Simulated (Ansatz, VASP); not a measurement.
# One calculation of HfN, two programs

File INCAR:

```
PREC = Accurate
ENCUT = 520
EDIFF = 1E-6
ISMEAR = 0
SIGMA = 0.15
LREAL = F
LASPH = T
NELM = 60
ALGO = Normal
ISIF = 2
LWAVE = F
LCHARG = T
LELF = T
LVHAR = T
NBANDS = 14
```

Contents of KPOINTS:

```
regular mesh
0
Gamma
  16 16 16
```

POSCAR

```
HfN
1.0
    0.0000000000      2.3320809000      2.5161925500
    2.3320809000      0.0000000000      2.5161925500
    2.3320809000      2.3320809000      0.0000000000
Hf N
1 1
Direct
    0.0000000000      0.0000000000      0.0000000000
    0.7500000000      0.7500000000      0.7500000000
```

Input for Ansatz:

```yaml
crystal:
  lattice:
    - [0.0, 2.3320809, 2.51619255]
    - [2.3320809, 0.0, 2.51619255]
    - [2.3320809, 2.3320809, 0.0]
  atoms:
    - { symbol: Hf, position: [0.0, 0.0, 0.0] }
    - { symbol: "N", position: [0.75, 0.75, 0.75] }
basis:
  ecutwfc: 420
kpoints:
  mp_grid: { grid: [16, 16, 16] }
hamiltonian:
  xc: lda
scf:
  occupations: { method: gaussian, width: 0.15 }
output:
  forces: true
  stress: true
  eigenvalues: true
```

Change from the starting cell: strain -0.050 along x and y, +0.025 along z, atoms carried along.

Alike in both runs: task single point; functional LDA; k mesh 16 × 16 × 16; occupations gaussian, width 0.15 eV; no spin polarisation.

```csv
,VASP,Ansatz
version,VASP 6.6.1,Ansatz 0.2.0
potentials or method,"VASP PAW LDA potentials, release 64 (Hf_pv, N), cutoff 520 eV","scalar-relativistic, plane waves, PAW"
valence electrons in the cell,15,31
```

|  | VASP | Ansatz | Ansatz less VASP |
| --- | --- | --- | --- |
| gap on the k mesh at the Fermi level (eV) | none | none | - |
| pressure (GPa) | 6.0 | 6.1 | +0.06 |
| traceless stress, the component that is largest in VASP (GPa) | -8.60 | -8.67 | -0.069 |

LDA's correlation is that of Perdew and Zunger in VASP and of Perdew and Wang (1992) in Ansatz. A gap of «none» marks a metal or a gap that the smearing closes. VASP's potentials hold 15 valence electrons a cell and Ansatz's 31, so a difference there can come from the potentials and not from the codes.

Neither program's run includes spin-orbit coupling.
